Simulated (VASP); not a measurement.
Here is a VASP 6.6.1 calculation.

File POSCAR:

```
NiSb
1.0
    3.8669456570      0.0000000000      0.0000000000
   -1.9334728285      3.3488731740      0.0000000000
    0.0000000000      0.0000000000      5.0195230337
Ni Sb
2 2
Direct
    0.0000000000      0.0000000000      0.0000000000
    0.0000000000      0.0000000000      0.5000000000
    0.3333333333      0.6666666667      0.2500000000
    0.6666666667      0.3333333333      0.7500000000
```

INCAR.step1

```
SYSTEM = NiSb
  PREC = Accurate
  ENCUT = 520
  ISMEAR = 0
  SIGMA = 0.05
  LREAL = .False.
  LASPH = .True.
  NELM = 150
  ISPIN = 2
  MAGMOM = 0.05 0.05 0 0
  LMAXMIX = 4
  NBANDS = 27
  GGA = PE
  ALGO = Normal
  EDIFF = 1E-4
  LWAVE = .True.
  LCHARG = .False.
```

The input INCAR.step2:

```
SYSTEM = NiSb
  PREC = Accurate
  ENCUT = 520
  EDIFF = 1E-6
  ISMEAR = 0
  SIGMA = 0.05
  LREAL = .False.
  LASPH = .True.
  NELM = 150
  ALGO = Normal
  ISIF = 2
  LWAVE = .False.
  LCHARG = .False.
  ISPIN = 2
  MAGMOM = 0.05 0.05 0 0
  LORBIT = 11
  LMAXMIX = 4
  METAGGA = R2SCAN
  LMIXTAU = .True.
  IVDW = 12
  VDW_S6 = 1.0
  VDW_S8 = 0.78981345
  VDW_A1 = 0.49484001
  VDW_A2 = 5.73083694
  NBANDS = 27
  ISTART = 1
```

The input KPOINTS:

```
regular mesh
0
Gamma
  8 8 6
  0 0 0
```

Potentials or basis: VASP PAW PBE potentials, release 64 (Ni, Sb).

Launch:

```bash
$ cat potpaw_PBE.64/Ni/POTCAR potpaw_PBE.64/Sb/POTCAR > POTCAR
$ cp INCAR.step1 INCAR
$ mpirun -np 1 vasp_std > vasp.out
$ cp INCAR.step2 INCAR
$ mpirun -np 1 vasp_std > vasp.out
```

(1) What does it give for the band gap on the k mesh?

(2) Estimate the dispersion energy per atom.

(3) Estimate the pressure.

(4) What does it give for the net moment?

Results:

(1) zero (filled and empty bands overlap).

(2) -0.264 eV.

(3) 4.8 GPa.

(4) 0.00 μB per cell.

Caveat: three body term missing; the cell stands under pressure; the PAW data sets were made with another functional, which shifts forces and pressure a little; spin-orbit coupling is left out, which moves the levels of the heavy elements.
